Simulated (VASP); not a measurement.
A run of VASP 6.6.1:

The input INCAR:

```
SYSTEM = Bi7Sb
PREC = Accurate
ENCUT = 520
EDIFF = 1E-7
ISMEAR = 0
SIGMA = 0.03
LREAL = .False.
LASPH = .True.
NELM = 80
ALGO = Fast
ISIF = 2
LWAVE = .False.
LCHARG = .False.
GGA = PE
IVDW = 12
NBANDS = 124
ICORELEVEL = 1
KPAR = 4
```

KPOINTS

```
Automatic mesh
0
Gamma
  6 6 4
  0 0 0
```

Contents of POSCAR:

```
Bi7Sb                                   
1.0
    9.0154139955     -0.0000000000     -0.0000000000
    4.5077069977     -7.8075775417      0.0000000000
    4.5077069977     -2.6025258505     -7.7365688611
  Sb              Bi            
     2    14
Direct
     0.1173586140937446    0.6173586140937446    0.1479241577187663
     0.6173586140937446    0.1173586140937446    0.6479241577187663
     0.1170623583290964    0.1195560295140800    0.1438255826427366
     0.1195560295140799    0.6195560295140800    0.6438255826427366
     0.1195560295140801    0.1170623583291034    0.6438255826427364
     0.6195560295140798    0.6170623583291035    0.1438255826427365
     0.6195560295140800    0.1195560295140800    0.1438255826427366
     0.6170623583290964    0.6195560295140798    0.6438255826427366
     0.3817912759340697    0.8817912759340626    0.3546261721978050
     0.3762316512686616    0.3842220206731339    0.3553243073850707
     0.3842220206731338    0.8842220206731339    0.8553243073850707
     0.3842220206731411    0.3762316512686615    0.8553243073850707
     0.8842220206731410    0.8762316512686613    0.3553243073850705
     0.8842220206731339    0.3842220206731339    0.3553243073850707
     0.8762316512686615    0.8842220206731339    0.8553243073850707
     0.8817912759340697    0.3817912759340626    0.8546261721978050
```

File KPOINTS_OPT:

```
explicit points
8
Reciprocal
 0.0000000000  0.0000000000  0.0000000000 1
 0.2596565504 -0.2596565504  0.5000000000 1
 0.4806868991 -0.2596565504  0.2403434496 1
 0.5000000000  0.0000000000  0.5000000000 1
 0.0000000000 -0.5000000000  0.0000000000 1
 0.0000000000 -0.3894848256  0.3701717248 1
 0.3894848256  0.0000000000  0.6298282752 1
 0.3701717248 -0.2596565504  0.3701717248 1
```

Potentials or basis: VASP PAW PBE potentials, release 64 (Sb, Bi_d).

Command:

```console
$ cat potpaw_PBE.64/Sb/POTCAR potpaw_PBE.64/Bi_d/POTCAR > POTCAR
$ mpirun -np 4 vasp_std > vasp.out
```

Hardware: 4 MPI ranks on Intel(R) Xeon(R) 6975P-C (Granite Rapids), with other jobs on the host.

**Question.** How long does it take, and how much memory?

**Answer.** Wall time 17 min on 4 MPI ranks on Intel(R) Xeon(R) 6975P-C (Granite Rapids), on a shared host, peak memory 2.9 GiB a rank. Counts: k points 40.
